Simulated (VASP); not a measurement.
# Mo (Pm-3m) in VASP: further runs

The runs below take Mo through single point, relaxation of cell and atoms, with r2SCAN.

All numbers are computed with VASP 6.6.1; they aren't measurements. Logs are shortened: lines on timing, memory, paths and dates and some standing lists are left out, and cuts for length are marked.

## 1. The cell of the first run

It takes space group Pm-3m (No. 221, cubic). Conventional cell: a = 2.585 Å, b = 2.585 Å, c = 2.585 Å, α = 90.00°, β = 90.00°, γ = 90.00°. Within 3.4 Å of Mo (site symmetry m-3m) lie 6 Mo at 2.58 Å.

## 2. Single point, r2SCAN

POSCAR reads:

```
Mo
1.0
    2.5847511588      0.0000000000      0.0000000000
    0.0000000000      2.5847511588      0.0000000000
    0.0000000000      0.0000000000      2.5847511588
Mo
1
Direct
    0.0000000000      0.0000000000      0.0000000000
```

INCAR.step1 reads:

```
PREC = Accurate ; ENCUT = 520
ISMEAR = 0 ; SIGMA = 0.1
LREAL = F ; LASPH = T
NELM = 60 ; NBANDS = 13
GGA = PE ; ALGO = Normal
EDIFF = 1E-4 ; LWAVE = T
LCHARG = F
```

INCAR.step2 reads:

```
PREC = Accurate ; ENCUT = 520
EDIFF = 1E-6 ; ISMEAR = 0
SIGMA = 0.1 ; LREAL = F
LASPH = T ; NELM = 60
ALGO = Normal ; ISIF = 2
LWAVE = F ; LCHARG = F
METAGGA = R2SCAN ; LMIXTAU = T
NBANDS = 13 ; ISTART = 1
```

KPOINTS reads:

```
regular mesh
0
Gamma
  6 6 6
```

Potentials or basis: VASP PAW PBE potentials, release 64 (Mo_sv).

Command:

```
$ cat potpaw_PBE.64/Mo_sv/POTCAR > POTCAR
$ cp INCAR.step1 INCAR
$ mpirun -np 1 vasp_std > vasp.out
$ cp INCAR.step2 INCAR
$ mpirun -np 1 vasp_std > vasp.out
```

OUTCAR:

```text
PREC = Accurate
   ENCUT = 520
   EDIFF = 1E-6
   ISMEAR = 0
   LREAL = F
   LASPH = T
   NELM = 60
   ISIF = 2
   METAGGA = R2SCAN
   ISTART = 1

 ion  position               nearest neighbor table
   1  0.000  0.000  0.000-

  LATTYP: Found a simple cubic cell.
 ALAT       =     2.5847511588

  Lattice vectors:

 A1 = (   2.5847511588,   0.0000000000,   0.0000000000)
 A2 = (   0.0000000000,   2.5847511588,   0.0000000000)
 A3 = (   0.0000000000,   0.0000000000,   2.5847511588)

Analysis of symmetry for initial positions (statically):
=====================================================================
 Subroutine PRICEL returns:
 Original cell was already a primitive cell.

 Routine SETGRP: Setting up the symmetry group for a
 simple cubic supercell.

 Subroutine GETGRP returns: Found 48 space group operations
 (whereof 48 operations were pure point group operations)
 out of a pool of 48 trial point group operations.

The static configuration has the point symmetry O_h .

Analysis of symmetry for dynamics (positions and initial velocities):
=====================================================================
 Subroutine PRICEL returns:
 Original cell was already a primitive cell.

 Routine SETGRP: Setting up the symmetry group for a
 simple cubic supercell.

 Subroutine GETGRP returns: Found 48 space group operations
 (whereof 48 operations were pure point group operations)
 out of a pool of 48 trial point group operations.

The dynamic configuration has the point symmetry O_h .

 Subroutine INISYM returns: Found 48 space group operations
 (whereof 48 operations are pure point group operations),
 and found     1 'primitive' translations

----------------------------------------------------------------------------------------

                                     Primitive cell

  volume of cell :      17.2686

  direct lattice vectors                    reciprocal lattice vectors
     2.584751159  0.000000000  0.000000000     0.386884438  0.000000000  0.000000000
     0.000000000  2.584751159  0.000000000     0.000000000  0.386884438  0.000000000
     0.000000000  0.000000000  2.584751159     0.000000000  0.000000000  0.386884438

  length of vectors
     2.584751159  2.584751159  2.584751159     0.386884438  0.386884438  0.386884438

  position of ions in fractional coordinates (direct lattice)
     0.000000000  0.000000000  0.000000000

  ion indices of the primitive-cell ions
   primitive index   ion index
                 1           1

----------------------------------------------------------------------------------------

 KPOINTS: regular mesh

Automatic generation of k-mesh.
 Grid dimensions read from file:
 generate k-points for:    6    6    6

 Generating k-lattice:

  Cartesian coordinates                     Fractional coordinates (reciprocal lattice)
     0.064480740  0.000000000  0.000000000     0.166666667  0.000000000  0.000000000
     0.000000000  0.064480740  0.000000000     0.000000000  0.166666667  0.000000000
     0.000000000  0.000000000  0.064480740     0.000000000  0.000000000  0.166666667

  Length of vectors
     0.064480740  0.064480740  0.064480740

  Shift w.r.t. Gamma in fractional coordinates (k-lattice)
     0.000000000  0.000000000  0.000000000

 Subroutine IBZKPT returns following result:
 ===========================================

 Found     20 irreducible k-points:

 Following reciprocal coordinates:
            Coordinates               Weight
  0.000000  0.000000  0.000000      1.000000
  0.166667  0.000000  0.000000      6.000000
  0.333333  0.000000  0.000000      6.000000
  0.500000  0.000000  0.000000      3.000000
  0.166667  0.166667  0.000000     12.000000
  0.333333  0.166667  0.000000     24.000000
[... 12 lines left out ...]
  0.500000  0.500000  0.333333      6.000000
  0.500000  0.500000  0.500000      1.000000
   k-points           NKPTS =     20   k-points in BZ     NKDIM =     20   number of bands    NBANDS=     13
   number of dos      NEDOS =    301   number of ions     NIONS =      1
   total plane-waves  NPLWV =   8000
   dimension x,y,z NGX =    20 NGY =   20 NGZ =   20
   dimension x,y,z NGXF=    40 NGYF=   40 NGZF=   40
   ions per type =               1
   NGX,Y,Z   is equivalent  to a cutoff of  12.86, 12.86, 12.86 a.u.
   NGXF,Y,Z  is equivalent  to a cutoff of  25.73, 25.73, 25.73 a.u.
 SYSTEM =  unknown system
   PREC   = accura    normal or accurate (medium, high low for compatibility)
   ISTART =      1    job   : 0-new  1-cont  2-samecut
   ICHARG =      0    charge: 1-file 2-atom 10-const
   ISPIN  =      1    spin polarized calculation?
   LNONCOLLINEAR =      F non collinear calculations
   LSORBIT =      F    spin-orbit coupling
   LASPH  =      T    aspherical Exc in radial PAW
   ENCUT  =  520.0 eV  38.22 Ry    6.18 a.u.   4.81  4.81  4.81*2*pi/ulx,y,z
   NELM   =     60;   NELMIN=  2; NELMDL=  0     # of ELM steps
   EDIFF  = 0.1E-05   stopping-criterion for ELM
   LREAL  =      F    real-space projection
[... 7 lines left out ...]
   TEBEG  =    0.0;   TEEND  =   0.0 temperature during run
   PSTRESS=    0.0 pullay stress
   NELECT =      14.0000    total number of electrons
   NUPDOWN=      -1.0000    fix difference up-down
   EMIN   =  10.00;   EMAX   =-10.00  energy-range for DOS
   EFERMI =   0.00;   METHOD = LEGACY
   ISMEAR =     0;   SIGMA  =   0.10  broadening in eV -4-tet -1-fermi 0-gaus
   EFERMI_NEDOS =   21; number of points for ismear=-14 and -15
   IALGO  =     38    algorithm
   IMIX   =      4    mixing-type and parameters
     AMIX     =   0.40;   BMIX     =  1.00
     AMIX_MAG =   1.60;   BMIX_MAG =  1.00
  volume/ion in A,a.u.               =      17.27       116.53
  Fermi-wavevector in a.u.,A,eV,Ry     =   1.526507  2.884680 31.704613  2.330223
  Thomas-Fermi vector in A             =   2.634531
   LORBIT       =      0    0 simple, 1 ext, 2 COOP (PROOUT), +10 PAW based schemes
   METAGGA = R2SCAN    functional components
   LHFCALC =     F    Hartree Fock is set to
   AEXX    =    0.0000 exact exchange contribution
   IVDW    =     0    specifies the selected vdW correction
   LEPSILON=     F    determine dielectric tensor
   LRPA    =     F    only Hartree local field effects (RPA)
 non-spin polarized calculation
 Gauss-broadening in eV      SIGMA  =   0.10
  energy-cutoff  :      520.00
  volume of cell :       17.27
 maximum number of plane-waves:       480
 NGX is ok and might be reduce to    20
   NGX =  9   NGY =  9   NGZ =  9

 number of electron      13.9999993 magnetization

 Free energy of the ion-electron system (eV)
  ---------------------------------------------------
  ext. energy  EPLUGINS =         0.00000000
  ---------------------------------------------------
  free energy    TOTEN  =       -24.93767682 eV

  energy without entropy =      -24.92875836  energy(sigma->0) =      -24.93321759

 E-fermi :  10.8773     XC(G=0): -13.7899

 val. band max:       10.7214452948   @ k =   0.3333   0.3333   0.1667
 cond. band min:      10.8869965973   @ k =   0.3333   0.3333   0.1667
 fundamental gap:      0.1655513025
 Fermi energy:        10.8772787443

 k-point     1 :       0.0000    0.0000    0.0000
  band No.  band energies     occupation
      1     -52.1011      2.00000
      2     -24.5463      2.00000
      3     -24.5463      2.00000
      4     -24.5463      2.00000
      5       4.0460      2.00000
      6       6.3612      2.00000
      7       6.3612      2.00000
      8      15.1451      0.00000
      9      15.1451      0.00000
     10      15.1451      0.00000
     11      27.5447      0.00000
     12      27.5447      0.00000
     13      27.5447      0.00000

 k-point     2 :       0.1667    0.0000    0.0000
  band No.  band energies     occupation
      1     -52.0439      2.00000
      2     -24.9910      2.00000
      3     -24.5084      2.00000
      4     -24.5084      2.00000
      5       4.8412      2.00000
      6       6.5815      2.00000
      7       7.4143      2.00000
      8      14.0793      0.00000
      9      14.0793      0.00000
     10      15.2277      0.00000
     11      24.2541      0.00000
     12      29.1492      0.00000
     13      29.1492      0.00000

 k-point     3 :       0.3333    0.0000    0.0000
  band No.  band energies     occupation
      1     -51.9274      2.00000
      2     -25.8252      2.00000
      3     -24.4318      2.00000
      4     -24.4318      2.00000
      5       6.3256      2.00000
      6       7.0611      2.00000
      7       9.9262      2.00000
      8      12.4233      0.00000
      9      12.4233      0.00000
     10      15.3973      0.00000
     11      20.9974      0.00000
     12      27.2763      0.00000
     13      32.1023      0.00000

 k-point     4 :       0.5000    0.0000    0.0000
  band No.  band energies     occupation
      1     -51.8680      2.00000
      2     -26.2190      2.00000
      3     -24.3931      2.00000
      4     -24.3931      2.00000
      5       7.2285      2.00000
      6       7.3244      2.00000
      7      10.9670      0.20436
      8      11.7361      0.00000
      9      11.7361      0.00000
     10      15.4844      0.00000
     11      20.7101      0.00000
     12      25.8822      0.00000
     13      30.9184      0.00000

 k-point     5 :       0.1667    0.1667    0.0000
  band No.  band energies     occupation
      1     -51.9873      2.00000
      2     -24.9647      2.00000
      3     -24.9286      2.00000
      4     -24.4710      2.00000
      5       5.5963      2.00000
      6       7.2588      2.00000
      7       7.9619      2.00000
      8      12.9610      0.00000
      9      14.0435      0.00000
     10      14.3583      0.00000
     11      25.3598      0.00000
     12      25.7248      0.00000
     13      30.8145      0.00000

 k-point     6 :       0.3333    0.1667    0.0000
  band No.  band energies     occupation
      1     -51.8718      2.00000
      2     -25.7703      2.00000
      3     -24.8566      2.00000
      4     -24.3955      2.00000
      5       6.8346      2.00000
      6       7.9000      2.00000
      7       9.4620      2.00000
      8      12.5502      0.00000
      9      12.5690      0.00000
     10      14.4541      0.00000
     11      21.7404      0.00000
     12      27.4313      0.00000
     13      29.1209      0.00000

 k-point     7 :       0.5000    0.1667    0.0000
  band No.  band energies     occupation
      1     -51.8130      2.00000
      2     -26.1589      2.00000
      3     -24.8116      2.00000
      4     -24.3574      2.00000
      5       7.5481      2.00000
      6       8.3833      2.00000
      7       8.8830      2.00000
      8      11.8993      0.00000
      9      14.0439      0.00000
     10      14.5691      0.00000
     11      20.5412      0.00000
     12      27.0799      0.00000
     13      30.4259      0.00000
[... 129 lines left out ...]
 k-point    16 :       0.5000    0.5000    0.1667
  band No.  band energies     occupation
      1     -51.5906      2.00000
      2     -25.9204      2.00000
      3     -25.9204      2.00000
      4     -24.6456      2.00000
      5       5.6416      2.00000
      6      10.1065      2.00000
      7      10.2751      2.00000
      8      10.2751      2.00000
      9      17.3922      0.00000
     10      19.6641      0.00000
     11      19.6641      0.00000
     12      23.8477      0.00000
     13      28.1922      0.00000

 k-point    17 :       0.3333    0.3333    0.3333
  band No.  band energies     occupation
      1     -51.5942      2.00000
      2     -25.5298      2.00000
      3     -25.4875      2.00000
      4     -25.4875      2.00000
      5       7.2284      2.00000
      6       8.7017      2.00000
      7       8.7017      2.00000
      8      13.2860      0.00000
      9      13.2860      0.00000
     10      17.3922      0.00000
     11      23.2575      0.00000
     12      27.2682      0.00000
     13      27.2682      0.00000

 k-point    18 :       0.5000    0.3333    0.3333
  band No.  band energies     occupation
      1     -51.5380      2.00000
      2     -25.8678      2.00000
      3     -25.4618      2.00000
      4     -25.4353      2.00000
      5       6.9112      2.00000
      6       7.8990      2.00000
      7       8.6668      2.00000
      8      13.4128      0.00000
      9      15.0089      0.00000
     10      20.9101      0.00000
     11      22.2301      0.00000
     12      22.9658      0.00000
     13      29.9911      0.00000

 k-point    19 :       0.5000    0.5000    0.3333
  band No.  band energies     occupation
      1     -51.4825      2.00000
      2     -25.8102      2.00000
      3     -25.8102      2.00000
      4     -25.3969      2.00000
      5       6.4873      2.00000
      6       7.8875      2.00000
      7       7.8875      2.00000
      8      14.2352      0.00000
      9      17.5087      0.00000
     10      20.5333      0.00000
     11      23.0609      0.00000
     12      23.0609      0.00000
     13      26.7577      0.00000

 k-point    20 :       0.5000    0.5000    0.5000
  band No.  band energies     occupation
      1     -51.4274      2.00000
      2     -25.7542      2.00000
      3     -25.7542      2.00000
      4     -25.7542      2.00000
      5       7.0039      2.00000
      6       7.0039      2.00000
      7       7.0039      2.00000
      8      17.5680      0.00000
      9      17.5680      0.00000
     10      19.0403      0.00000
     11      24.6252      0.00000
     12      24.6252      0.00000
     13      24.6252      0.00000

------------------------ aborting loop because EDIFF is reached ----------------------------------------

  FORCE on cell =-STRESS in cart. coord.  units (eV):
  Direction    XX          YY          ZZ          XY          YZ          ZX
  --------------------------------------------------------------------------------------
  -------------------------------------------------------------------------------------
  Total        0.0705187      0.0705187      0.0705187      0.0000000      0.0000000     -0.0000000
  in kB        6.5427257      6.5427257      6.5427257      0.0000000      0.0000000     -0.0000000
  external PRESSURE =       6.5427257 kB  Pullay stress =       0.0000000 kB

 VOLUME and BASIS-vectors are now :
 -----------------------------------------------------------------------------
  energy-cutoff  :      520.00
  volume of cell :       17.27
      direct lattice vectors                 reciprocal lattice vectors
     2.584751159  0.000000000  0.000000000     0.386884438  0.000000000  0.000000000
     0.000000000  2.584751159  0.000000000     0.000000000  0.386884438  0.000000000
     0.000000000  0.000000000  2.584751159     0.000000000  0.000000000  0.386884438

 POSITION                                       TOTAL-FORCE (eV/Angst)
 -----------------------------------------------------------------------------------
      0.00000      0.00000      0.00000         0.000000      0.000000      0.000000
 -----------------------------------------------------------------------------------
    total drift:                                0.000000      0.000000      0.000000

  FREE ENERGIE OF THE ION-ELECTRON SYSTEM (eV)
  ---------------------------------------------------
  free  energy   TOTEN  =       -24.9376768239 eV

  energy  without entropy=      -24.9287583578  energy(sigma->0) =      -24.93321759
```

Wall time 18 s (1 thread of Intel Xeon Platinum 8375C at 2.90GHz (Ice Lake), shared host); peak memory 0.12 GiB.

What came out:

```yaml
Free_energy: -24.9377 eV
Pressure: 0.7 GPa
Band_gap_on_the_k_mesh: zero (band 7 reaches 12.43 eV, above the bottom of band 8 at 10.16 eV)
```

Levels at points of the mesh, in eV from the Fermi level:
| k point | band 3 | band 4 | band 5 | band 6 | band 7 | band 8 | band 9 | band 10 | band 11 | band 12 |
| --- | --- | --- | --- | --- | --- | --- | --- | --- | --- | --- |
| (0.00, 0.00, 0.00) | -35.42 | -35.42 | -6.83 | -4.52 | -4.52 | 4.27 | 4.27 | 4.27 | 16.67 | 16.67 |
| (0.50, 0.00, 0.00) | -35.27 | -35.27 | -3.65 | -3.55 | 0.09 | 0.86 | 0.86 | 4.61 | 9.83 | 15.00 |
| (0.50, 0.50, 0.00) | -36.85 | -35.13 | -5.60 | -2.40 | 1.55 | 1.55 | 6.20 | 6.20 | 6.46 | 14.99 |
| (0.50, 0.50, 0.50) | -36.63 | -36.63 | -3.87 | -3.87 | -3.87 | 6.69 | 6.69 | 8.16 | 13.75 | 13.75 |

Caveat: the k points lie up to 0.41 Å⁻¹ apart; the PAW data sets were made with another functional, which shifts forces and pressure a little.

## 3. Relaxation of cell and atoms, r2SCAN

This run uses another cell than the first one, of 16.64 Å³/atom, 0.964 times its volume.

POSCAR reads:

```
Mo
1.0
    2.5529747183      0.0000000000      0.0000000000
    0.0000000000      2.5529747183      0.0000000000
    0.0000000000      0.0000000000      2.5529747183
Mo
1
Direct
    0.0000000000      0.0000000000      0.0000000000
```

INCAR.step1 reads:

```
PREC = Accurate ; ENCUT = 600
ISMEAR = 0 ; SIGMA = 0.1
LREAL = F ; LASPH = T
NELM = 80 ; GGA = PE
ALGO = Normal ; EDIFF = 1E-4
LWAVE = T ; LCHARG = F
```

INCAR.step2 reads:

```
PREC = Accurate ; ENCUT = 600
EDIFF = 1E-6 ; ISMEAR = 0
SIGMA = 0.1 ; LREAL = F
LASPH = T ; NELM = 80
ALGO = Normal ; ISIF = 3
LWAVE = F ; LCHARG = F
METAGGA = R2SCAN ; LMIXTAU = T
IBRION = 2 ; NSW = 90
EDIFFG = -0.04 ; ISTART = 1
```

KPOINTS is that of step 2.

Potentials or basis: VASP PAW PBE potentials, release 64 (Mo_sv).

Command:

```
$ cat potpaw_PBE.64/Mo_sv/POTCAR > POTCAR
$ cp INCAR.step1 INCAR
$ mpirun -np 1 vasp_std > vasp.out
$ cp INCAR.step2 INCAR
$ mpirun -np 1 vasp_std > vasp.out
```

Run time: 69 s. Hardware: 1 thread of Intel Xeon Platinum 8375C at 2.90GHz (Ice Lake), shared host; peak memory 0.13 GiB.

The run converged. Its results:

| Item | Value |
| --- | --- |
| Free energy | -24.9357 eV |
| Relaxed volume | 17.34 Å³/atom |
| Relaxed cell | a = 2.588 Å, b = 2.588 Å, c = 2.588 Å, α = 90.00°, β = 90.00°, γ = 90.00° |
| Space group after relaxing (to 0.05 Å) | Pm-3m (No. 221) |
| Energy gained by relaxing | 18.4 meV/atom |
| Ionic steps | 3 |
| Pressure after relaxing | -0.3 GPa |
| Band gap on the k mesh | zero (band 7 reaches 12.36 eV, above the bottom of band 8 at 10.11 eV) |

Step by step:
```csv
step,energy change (eV),largest force (eV/Å),pressure (GPa),volume (Å³)
1,0.0000,0.0000,9.01,16.64
2,0.0705,0.0000,-15.62,19.00
3,-0.0184,0.0000,-0.28,17.34
```

Final structure:
```
Mo
1.0
     2.58840    0.00000    0.00000
     0.00000    2.58840    0.00000
     0.00000    0.00000    2.58840
Mo
1
Direct
  0.00000 0.00000 0.00000
```

Levels at points of the mesh, in eV from the Fermi level:
```csv
k point,band 5,band 6,band 7,band 8,band 9,band 10
"(0.00, 0.00, 0.00)",-6.82,-4.49,-4.49,4.24,4.24,4.24
"(0.50, 0.00, 0.00)",-3.64,-3.54,0.08,0.86,0.86,4.58
"(0.50, 0.50, 0.00)",-5.56,-2.40,1.54,1.54,6.17,6.17
"(0.50, 0.50, 0.50)",-3.85,-3.85,-3.85,6.65,6.65,8.17
```

Caveat: the k points lie up to 0.40 Å⁻¹ apart in the final cell; the PAW data sets were made with another functional, which shifts forces and pressure a little.

(Continued in part 2 of 2.)
